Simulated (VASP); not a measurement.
# Bi2Se3 (R-3m) in VASP: further runs, part 2 of 2

VASP 6.6.1. The steps go on from the part before.

## (4) Single point, PBE

This run uses another cell than the first one, of the same volume but with other edges.

INCAR

```
SYSTEM = Bi2Se3
PREC = Accurate
ENCUT = 520
EDIFF = 1E-6
ISMEAR = 0
SIGMA = 0.03
LREAL = .FALSE.
LASPH = .TRUE.
NELM = 80
ALGO = Normal
ISIF = 2
LWAVE = .FALSE.
LCHARG = .FALSE.
GGA = PE
NBANDS = 32
```

KPOINTS

```
regular mesh
0
G
  12 12 12
  0 0 0
```

POSCAR

```
Bi2Se3
1.0
    2.0380821743      1.1766872919      9.8609134446
   -2.0380821743      1.1766872919      9.8609134446
    0.0000000000     -2.3533745839      9.8609134446
Bi Se
2 3
Direct
    0.4008000000      0.4008000000      0.4008000000
    0.5992000000      0.5992000000      0.5992000000
    0.0000000000      0.0000000000      0.0000000000
    0.2117000000      0.2117000000      0.2117000000
    0.7883000000      0.7883000000      0.7883000000
```

Potentials or basis: VASP PAW PBE potentials, release 64 (Bi_d, Se).

The run is started by

```
$ cat potpaw_PBE.64/Bi_d/POTCAR potpaw_PBE.64/Se/POTCAR > POTCAR
$ mpirun -np 1 vasp_std > vasp.out
```

OUTCAR:

```text
SYSTEM = Bi2Se3
   PREC = Accurate
   ENCUT = 520
   EDIFF = 1E-6
   ISMEAR = 0
   LREAL = .FALSE.
   LASPH = .TRUE.
   NELM = 80
   ISIF = 2
   GGA = PE

 ion  position               nearest neighbor table
   1  0.401  0.401  0.401-   5 2.85   5 2.85   5 2.85   3 3.09   3 3.09   3 3.09
   2  0.599  0.599  0.599-   4 2.85   4 2.85   4 2.85   3 3.09   3 3.09   3 3.09
   3  0.000  0.000  0.000-   2 3.09   1 3.09   2 3.09   2 3.09   1 3.09   1 3.09
   4  0.212  0.212  0.212-   2 2.85   2 2.85   2 2.85
   5  0.788  0.788  0.788-   1 2.85   1 2.85   1 2.85

  LATTYP: Found a trigonal (rhomboedric) cell.
 ALAT       =    10.1378491749
 COS(alpha) =     0.9191682977

  Lattice vectors:

 A1 = (   2.0380821743,   1.1766872919,   9.8609134446)
 A2 = (  -2.0380821743,   1.1766872919,   9.8609134446)
 A3 = (   0.0000000000,  -2.3533745839,   9.8609134446)

Analysis of symmetry for initial positions (statically):
=====================================================================
 Subroutine PRICEL returns:
 Original cell was already a primitive cell.

 Routine SETGRP: Setting up the symmetry group for a
 trigonal (rhombohedral) supercell.

 Subroutine GETGRP returns: Found 12 space group operations
 (whereof 12 operations were pure point group operations)
 out of a pool of 12 trial point group operations.

The static configuration has the point symmetry D_3d.

Analysis of symmetry for dynamics (positions and initial velocities):
=====================================================================
 Subroutine PRICEL returns:
 Original cell was already a primitive cell.

 Routine SETGRP: Setting up the symmetry group for a
 trigonal (rhombohedral) supercell.

 Subroutine GETGRP returns: Found 12 space group operations
 (whereof 12 operations were pure point group operations)
 out of a pool of 12 trial point group operations.
[... 120 lines left out ...]
   EMIN   =  10.00;   EMAX   =-10.00  energy-range for DOS
   EFERMI =   0.00;   METHOD = LEGACY
   ISMEAR =     0;   SIGMA  =   0.03  broadening in eV -4-tet -1-fermi 0-gaus
   EFERMI_NEDOS =   21; number of points for ismear=-14 and -15
   IALGO  =     38    algorithm
   IMIX   =      4    mixing-type and parameters
     AMIX     =   0.40;   BMIX     =  1.00
     AMIX_MAG =   1.60;   BMIX_MAG =  1.00
  volume/ion in A,a.u.               =      28.38       191.50
  Fermi-wavevector in a.u.,A,eV,Ry     =   1.140700  2.155611 17.703860  1.301197
  Thomas-Fermi vector in A             =   2.277402
   LORBIT       =      0    0 simple, 1 ext, 2 COOP (PROOUT), +10 PAW based schemes
   GGA     = PE    functional components
   LHFCALC =     F    Hartree Fock is set to
   AEXX    =    0.0000 exact exchange contribution
   IVDW    =     0    specifies the selected vdW correction
   LEPSILON=     F    determine dielectric tensor
   LRPA    =     F    only Hartree local field effects (RPA)
 non-spin polarized calculation
 Gauss-broadening in eV      SIGMA  =   0.03
  energy-cutoff  :      520.00
  volume of cell :      141.89
 maximum number of plane-waves:      3859
 NGX is ok and might be reduce to    80

 number of electron      48.0000003 magnetization

 Free energy of the ion-electron system (eV)
  ---------------------------------------------------
  ext. energy  EPLUGINS =         0.00000000
  ---------------------------------------------------
  free energy    TOTEN  =       -20.12754227 eV

  energy without entropy =      -20.12754227  energy(sigma->0) =      -20.12754227

 E-fermi :   5.2577     XC(G=0):  -9.4972

 val. band max:        5.0396913682   @ k =   0.0000   0.0000   0.0000
 cond. band min:       5.4118335225   @ k =   0.0000   0.0000   0.0000
 fundamental gap:      0.3721421543
 Fermi energy:         5.2577207502

 k-point     1 :       0.0000    0.0000    0.0000
  band No.  band energies     occupation
      1     -18.1770      2.00000
      2     -18.1770      2.00000
      3     -18.1759      2.00000
      4     -18.1759      2.00000
      5     -18.1598      2.00000
      6     -18.1573      2.00000
[... 829 lines left out ...]
     31       9.9578      0.00000
     32      10.8427      0.00000

 [... further k-points ...]
[... 5 lines left out ...]
  --------------------------------------------------------------------------------------
  -------------------------------------------------------------------------------------
  Total        2.8741271      2.8741271      1.1110093      0.0000000     -0.0000000      0.0000000
  in kB       32.4537890     32.4537890     12.5451862      0.0000000     -0.0000000      0.0000000
  external PRESSURE =      25.8175881 kB  Pullay stress =       0.0000000 kB

 VOLUME and BASIS-vectors are now :
 -----------------------------------------------------------------------------
  energy-cutoff  :      520.00
  volume of cell :      141.89
      direct lattice vectors                 reciprocal lattice vectors
     2.038082174  1.176687292  9.860913445     0.245328675  0.141640577  0.033803494
    -2.038082174  1.176687292  9.860913445    -0.245328675  0.141640577  0.033803494
     0.000000000 -2.353374584  9.860913445     0.000000000 -0.283281153  0.033803494

 POSITION                                       TOTAL-FORCE (eV/Angst)
 -----------------------------------------------------------------------------------
      0.00000     -0.00000     11.85676         0.000000      0.000000     -0.212242
      0.00000     -0.00000     17.72598         0.000000     -0.000000      0.212242
      0.00000      0.00000      0.00000         0.000000      0.000000      0.000000
      0.00000     -0.00000      6.26267         0.000000      0.000000     -0.051003
      0.00000     -0.00000     23.32007         0.000000     -0.000000      0.051003
 -----------------------------------------------------------------------------------
    total drift:                                0.000000      0.000000     -0.000000

  FREE ENERGIE OF THE ION-ELECTRON SYSTEM (eV)
  ---------------------------------------------------
  free  energy   TOTEN  =       -20.1275422694 eV

  energy  without entropy=      -20.1275422694  energy(sigma->0) =      -20.12754227
```

OSZICAR:

```text
N       E                     dE             d eps       ncg     rms          rms(c)
DAV:   1     0.470287678308E+03    0.47029E+03   -0.22841E+04 12104   0.156E+03
DAV:   2     0.346406782555E+02   -0.43565E+03   -0.41735E+03 12448   0.413E+02
DAV:   3    -0.185893854475E+02   -0.53230E+02   -0.50509E+02 15928   0.150E+02
DAV:   4    -0.208405846811E+02   -0.22512E+01   -0.22407E+01 13304   0.323E+01
DAV:   5    -0.209207671439E+02   -0.80182E-01   -0.80170E-01 17408   0.636E+00    0.519E+00
DAV:   6    -0.201148782077E+02    0.80589E+00   -0.10821E+00 16880   0.737E+00    0.320E+00
DAV:   7    -0.201196371635E+02   -0.47590E-02   -0.35797E-01 13392   0.252E+00    0.169E+00
DAV:   8    -0.201265187202E+02   -0.68816E-02   -0.45580E-02 14400   0.114E+00    0.570E-01
DAV:   9    -0.201272926413E+02   -0.77392E-03   -0.21461E-03 15528   0.423E-01    0.134E-01
DAV:  10    -0.201274659384E+02   -0.17330E-03   -0.10225E-03 13944   0.163E-01    0.527E-02
DAV:  11    -0.201275138438E+02   -0.47905E-04   -0.11663E-04 13800   0.714E-02    0.295E-02
DAV:  12    -0.201275413501E+02   -0.27506E-04   -0.50952E-05 12768   0.349E-02    0.622E-03
DAV:  13    -0.201275422694E+02   -0.91927E-06   -0.25672E-06 12968   0.130E-02
   1 F= -.20127542E+02 E0= -.20127542E+02  d E =-.338917E-16
```

stdout:

```text
POSCAR found type information on POSCAR BiSe
 POSCAR found :  2 types and       5 ions
 scaLAPACK will be used
 LDA part: xc-table for (Slater+PW92), standard interpolation
 POSCAR, INCAR and KPOINTS ok, starting setup
 FFT: planning ... GRIDC
 FFT: planning ... GRID_SOFT
 FFT: planning ... GRID
 WAVECAR not read
 entering main loop
```

Run time: 2.1 h. Hardware: 1 thread of Oxide Virtual Turin-like, shared host; peak memory 1.3 GiB.

Results:

| Item | Value |
| --- | --- |
| Free energy | -20.1275 eV |
| Pressure | 2.6 GPa |
| Largest force | 0.212 eV/Å |
| Band gap on the k mesh | 0.37 eV |

Forces in eV/Å, atoms in the order of the input:
```
Bi   0.000  0.000 -0.212
Bi   0.000  0.000  0.212
Se   0.000  0.000  0.000
Se   0.000  0.000 -0.051
Se   0.000  0.000  0.051
```

Levels at points of the mesh, in eV from the valence-band top:
| k point | band 20 | band 21 | band 22 | band 23 | band 24 | band 25 | band 26 | band 27 | band 28 | band 29 |
| --- | --- | --- | --- | --- | --- | --- | --- | --- | --- | --- |
| (0.00, 0.00, 0.00) | -1.76 | -1.76 | -1.13 | -1.13 | 0.00 | 0.37 | 1.52 | 1.52 | 2.22 | 2.67 |
| (0.50, 0.00, 0.00) | -3.12 | -2.98 | -2.33 | -1.28 | -0.69 | 0.79 | 1.86 | 2.77 | 2.82 | 3.95 |
| (0.50, 0.50, 0.00) | -2.59 | -2.07 | -1.93 | -1.61 | -1.30 | 1.09 | 1.80 | 2.46 | 2.86 | 3.36 |
| (0.50, 0.50, 0.50) | -1.57 | -1.46 | -1.25 | -1.25 | -0.56 | 0.76 | 1.77 | 1.77 | 2.17 | 2.39 |

Caveat: spin-orbit coupling is left out, which moves the levels of the heavy elements. A k mesh can miss the band edges.

## (5) Summary

```csv
cell,gap on the mesh (eV),pressure (GPa),largest force (eV/Å)
"a = 9.358 Å, angles 26.3°, 5 atoms",0.04,2.4,0.28
"a = 8.620 Å, angles 30.0°, 5 atoms",none,1.3,0.28
"a = 10.138 Å, angles 23.2°, 5 atoms",0.37,2.6,0.21
```

Alike in all rows: task single point; level PBE; potentials or basis VASP PAW PBE potentials, release 64 (Bi_d, Se); no spin polarisation; k mesh 12 × 12 × 12; cutoff (eV) 520; smearing gaussian 0.03 eV.

Caveats: spin-orbit coupling is left out, which moves the levels of the heavy elements; the stress differs along the axes, from -0 to 5 GPa (at least some runs).

Total energies depend on the potentials used, so only differences within one code and one set of settings carry meaning.
